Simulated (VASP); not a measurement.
# InP (F-43m) in VASP: single point with PBE

Aim: the single point of InP with PBE.

Everything below comes from runs of VASP 6.6.1. Logs are shortened: lines on timing, memory, paths and dates and some standing lists are left out, and cuts for length are marked.

## Step 1: The cell of the first run

The structure is cubic, space group F-43m (No. 216). Conventional cell: a = 5.960 Å, b = 5.960 Å, c = 5.960 Å, α = 90.00°, β = 90.00°, γ = 90.00°. Within 3.4 Å of In (site symmetry -43m) lie 4 P at 2.58 Å. P (site symmetry -43m) has 4 In at 2.58 Å within 3.4 Å.

## Step 2: Single point, PBE

File INCAR:

```
PREC = Accurate
ENCUT = 500
EDIFF = 1E-6
ISMEAR = 0
SIGMA = 0.02
LREAL = False
LASPH = True
NELM = 120
ALGO = Normal
ISIF = 2
LWAVE = False
LCHARG = True
GGA = PE
LELF = True
LVHAR = True
NBANDS = 16
GGA_COMPAT = False
```

File KPOINTS:

```
regular mesh
0
Gamma
  8 8 8
```

File POSCAR:

```
InP
1.0
    0.0000000000      2.9799784712      2.9799784712
    2.9799784712      0.0000000000      2.9799784712
    2.9799784712      2.9799784712      0.0000000000
In P
1 1
Direct
    0.0000000000      0.0000000000      0.0000000000
    0.2500000000      0.2500000000      0.2500000000
```

Potentials or basis: VASP PAW PBE potentials, release 64 (In_d, P).

Launch:

```bash
$ cat potpaw_PBE.64/In_d/POTCAR potpaw_PBE.64/P/POTCAR > POTCAR
$ mpirun -np 1 vasp_std > vasp.out
```

OUTCAR:

```text
PREC = Accurate
   ENCUT = 500
   EDIFF = 1E-6
   ISMEAR = 0
   LREAL = False
   LASPH = True
   NELM = 120
   ISIF = 2
   GGA = PE

 ion  position               nearest neighbor table
   1  0.000  0.000  0.000-   2 2.58   2 2.58   2 2.58   2 2.58
   2  0.250  0.250  0.250-   1 2.58   1 2.58   1 2.58   1 2.58

  LATTYP: Found a face centered cubic cell.
 ALAT       =     5.9599569424

  Lattice vectors:

 A1 = (   0.0000000000,   2.9799784712,   2.9799784712)
 A2 = (   2.9799784712,   0.0000000000,   2.9799784712)
 A3 = (   2.9799784712,   2.9799784712,   0.0000000000)

Analysis of symmetry for initial positions (statically):
=====================================================================
 Subroutine PRICEL returns:
 Original cell was already a primitive cell.

 Routine SETGRP: Setting up the symmetry group for a
 face centered cubic supercell.

 Subroutine GETGRP returns: Found 24 space group operations
 (whereof 24 operations were pure point group operations)
 out of a pool of 48 trial point group operations.

The static configuration has the point symmetry T_d .

Analysis of symmetry for dynamics (positions and initial velocities):
=====================================================================
 Subroutine PRICEL returns:
 Original cell was already a primitive cell.

 Routine SETGRP: Setting up the symmetry group for a
 face centered cubic supercell.

 Subroutine GETGRP returns: Found 24 space group operations
 (whereof 24 operations were pure point group operations)
 out of a pool of 48 trial point group operations.

The dynamic configuration has the point symmetry T_d .

 Subroutine INISYM returns: Found 24 space group operations
 (whereof 24 operations are pure point group operations),
 and found     1 'primitive' translations

----------------------------------------------------------------------------------------

                                     Primitive cell

  volume of cell :      52.9260

  direct lattice vectors                    reciprocal lattice vectors
     0.000000000  2.979978471  2.979978471    -0.167786447  0.167786447  0.167786447
     2.979978471  0.000000000  2.979978471     0.167786447 -0.167786447  0.167786447
     2.979978471  2.979978471  0.000000000     0.167786447  0.167786447 -0.167786447

  length of vectors
     4.214325970  4.214325970  4.214325970     0.290614651  0.290614651  0.290614651

  position of ions in fractional coordinates (direct lattice)
[... 78 lines left out ...]
   NELM   =    120;   NELMIN=  2; NELMDL= -5     # of ELM steps
   EDIFF  = 0.1E-05   stopping-criterion for ELM
   LREAL  =      F    real-space projection
   EDIFFG = 0.1E-04   stopping-criterion for IOM
   NSW    =      0    number of steps for IOM
   IBRION =     -1    ionic relax: 0-MD 1-quasi-New 2-CG
   NFREE  =      0    steps in history (QN), initial steepest desc. (CG)
   ISIF   =      2    stress and relaxation
   ISYM   =      2    0-nonsym 1-usesym 2-fastsym
   POTIM  = 0.5000    time-step for ionic-motion
   TEBEG  =    0.0;   TEEND  =   0.0 temperature during run
   PSTRESS=    0.0 pullay stress
   NELECT =      18.0000    total number of electrons
   NUPDOWN=      -1.0000    fix difference up-down
   EMIN   =  10.00;   EMAX   =-10.00  energy-range for DOS
   EFERMI =   0.00;   METHOD = LEGACY
   ISMEAR =     0;   SIGMA  =   0.02  broadening in eV -4-tet -1-fermi 0-gaus
   EFERMI_NEDOS =   21; number of points for ismear=-14 and -15
   IALGO  =     38    algorithm
   IMIX   =      4    mixing-type and parameters
     AMIX     =   0.40;   BMIX     =  1.00
     AMIX_MAG =   1.60;   BMIX_MAG =  1.00
  volume/ion in A,a.u.               =      26.46       178.58
  Fermi-wavevector in a.u.,A,eV,Ry     =   1.142727  2.159441 17.766832  1.305825
  Thomas-Fermi vector in A             =   2.279424
   LORBIT       =      0    0 simple, 1 ext, 2 COOP (PROOUT), +10 PAW based schemes
   GGA     = PE    functional components
   LHFCALC =     F    Hartree Fock is set to
   AEXX    =    0.0000 exact exchange contribution
   IVDW    =     0    specifies the selected vdW correction
   LEPSILON=     F    determine dielectric tensor
   LRPA    =     F    only Hartree local field effects (RPA)
 non-spin polarized calculation
 Gauss-broadening in eV      SIGMA  =   0.02
  energy-cutoff  :      500.00
  volume of cell :       52.93
 maximum number of plane-waves:      1363
   NGX = 15   NGY = 15   NGZ = 15

 number of electron      18.0000005 magnetization

 Free energy of the ion-electron system (eV)
  ---------------------------------------------------
  ext. energy  EPLUGINS =         0.00000000
  ---------------------------------------------------
  free energy    TOTEN  =        -8.40624877 eV

  energy without entropy =       -8.40624877  energy(sigma->0) =       -8.40624877

 E-fermi :   4.7563     XC(G=0):  -9.0621

 val. band max:        4.6548729239   @ k =   0.0000   0.0000   0.0000
 cond. band min:       5.0923993238   @ k =   0.0000   0.0000   0.0000
 fundamental gap:      0.4375263999
 Fermi energy:         4.7562705977

 k-point     1 :       0.0000    0.0000    0.0000
  band No.  band energies     occupation
      1      -9.4409      2.00000
      2      -9.4409      2.00000
      3      -9.4409      2.00000
      4      -9.3125      2.00000
      5      -9.3125      2.00000
      6      -6.5304      2.00000
[... 433 lines left out ...]
      3      -9.3832      2.00000
      4      -9.3165      2.00000
      5      -9.3014      2.00000
      6      -4.6768      2.00000
[... 8 lines left out ...]
     15      15.2229      0.00000
     16      15.7942      0.00000

 [... further k-points ...]

------------------------ aborting loop because EDIFF is reached ----------------------------------------

  FORCE on cell =-STRESS in cart. coord.  units (eV):
  Direction    XX          YY          ZZ          XY          YZ          ZX
  --------------------------------------------------------------------------------------
  -------------------------------------------------------------------------------------
  Total       -0.0235252     -0.0235252     -0.0235252      0.0000000      0.0000000      0.0000000
  in kB       -0.7121564     -0.7121564     -0.7121564      0.0000000      0.0000000      0.0000000
  external PRESSURE =      -0.7121564 kB  Pullay stress =       0.0000000 kB

 VOLUME and BASIS-vectors are now :
 -----------------------------------------------------------------------------
  energy-cutoff  :      500.00
  volume of cell :       52.93
      direct lattice vectors                 reciprocal lattice vectors
     0.000000000  2.979978471  2.979978471    -0.167786447  0.167786447  0.167786447
     2.979978471  0.000000000  2.979978471     0.167786447 -0.167786447  0.167786447
     2.979978471  2.979978471  0.000000000     0.167786447  0.167786447 -0.167786447

 POSITION                                       TOTAL-FORCE (eV/Angst)
 -----------------------------------------------------------------------------------
      0.00000      0.00000      0.00000         0.000000      0.000000      0.000000
      1.48999      1.48999      1.48999        -0.000000     -0.000000     -0.000000
 -----------------------------------------------------------------------------------
    total drift:                               -0.000000     -0.000000     -0.000000

  FREE ENERGIE OF THE ION-ELECTRON SYSTEM (eV)
  ---------------------------------------------------
  free  energy   TOTEN  =        -8.4062487708 eV

  energy  without entropy=       -8.4062487708  energy(sigma->0) =       -8.40624877
```

stdout:

```text
POSCAR found type information on POSCAR InP
 POSCAR found :  2 types and       2 ions
 scaLAPACK will be used
 LDA part: xc-table for (Slater+PW92), standard interpolation
 POSCAR, INCAR and KPOINTS ok, starting setup
 FFT: planning ... GRIDC
 FFT: planning ... GRID_SOFT
 FFT: planning ... GRID
 WAVECAR not read
 entering main loop
```

Wall time 7.8 s (1 thread of Intel Xeon 6975P-C (Granite Rapids), shared host); peak memory 0.18 GiB.

Results:

```
Free energy            : -8.4062 eV
Pressure               : -0.1 GPa
Band gap on the k mesh : 0.44 eV
```

Caveat: spin-orbit coupling is left out, which moves the levels of the heavy elements.
